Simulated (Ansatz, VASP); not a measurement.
## Two plane-wave programs on NbCd3

```
Nb Cd
1.0
     4.21500    0.02107    0.02107
     0.02107    4.21500    0.02107
     0.02107    0.02107    4.21500
Nb Cd
1 3
Cartesian
  0.0000 0.0000 0.0000
  0.0211 2.1180 2.1180
  2.1180 0.0211 2.1180
  2.1180 2.1180 0.0211
```

Change from the starting cell: equal xy, yz and zx shear strains of +1 %, PAW files.

Alike in both runs: task electric field gradients; functional LDA; k mesh 9 × 9 × 9; occupations fermi-dirac, width 0.08 eV; no spin polarisation.

|  | VASP | Ansatz |
| --- | --- | --- |
| version | VASP 6.6.1 | Ansatz 0.2.0 |
| potentials or method | VASP PAW LDA potentials, release 64 (Nb_sv, Cd) | PAW with Ansatz's default frozen-core files, scalar-relativistic |
| plane-wave cutoff (eV) | 520 | 420 |
| valence electrons in the cell | 49 | 73 |

|  | VASP | Ansatz | Ansatz less VASP |
| --- | --- | --- | --- |
| pressure (GPa) | -1.6 | -2.5 | -0.85 |
| traceless stress, the component that is largest in VASP (GPa) | -0.74 | -0.72 | +0.018 |
| size of Vzz on the site where it differs most (V/Å²) | 112.8 | 113.6 | +0.80 |

LDA's correlation is that of Perdew and Zunger in VASP and of Perdew and Wang (1992) in Ansatz. VASP's potentials hold 49 valence electrons a cell and Ansatz's 73, so a difference there can come from the potentials and not from the codes.
